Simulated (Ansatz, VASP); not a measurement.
# One calculation of Zr4Ag, two programs

```
Zr Ag
1.0
    -3.18671    3.18671    3.18671
     3.18671   -3.18671    3.18671
     3.18671    3.18671   -3.18671
Zr Ag
4 1
Direct
  0.00000 0.50030 0.00000
  0.49970 0.49970 0.49970
  0.00000 0.00000 0.50030
  0.50030 0.00000 0.00000
  0.00000 0.00000 0.00000
```

Change from the starting cell: species swapped into the GeF4 type (I-43m, No. 217).

Alike in both runs: functional PBE; k mesh 4 × 4 × 4; occupations gaussian, width 0.2 eV; no spin polarisation.

Ansatz relaxed the structure, and its values are those at the end. VASP's run is a single point on that final structure, the one shown.

|  | VASP | Ansatz |
| --- | --- | --- |
| version | VASP 6.6.1 | Ansatz 0.2.0 |
| potentials or method | VASP PAW PBE potentials, release 64 (Zr_sv, Ag), cutoff 520 eV | scalar-relativistic, plane waves, PAW |
| valence electrons in the cell | 59 | 67 |

|  | VASP | Ansatz | Ansatz less VASP |
| --- | --- | --- | --- |
| gap on the k mesh at the Fermi level (eV) | none | none | - |
| pressure (GPa) | 0.7 | 0.7 | +0.06 |
| rms of the force components (eV/Å) | 0.004 | 0.004 | 0.0000 |

A gap of «none» marks a metal or a gap that the smearing closes. With one functional, cell and mesh, what is left measures potentials, basis and numerics. VASP's potentials hold 59 valence electrons a cell and Ansatz's 67, so a difference there can come from the potentials and not from the codes.
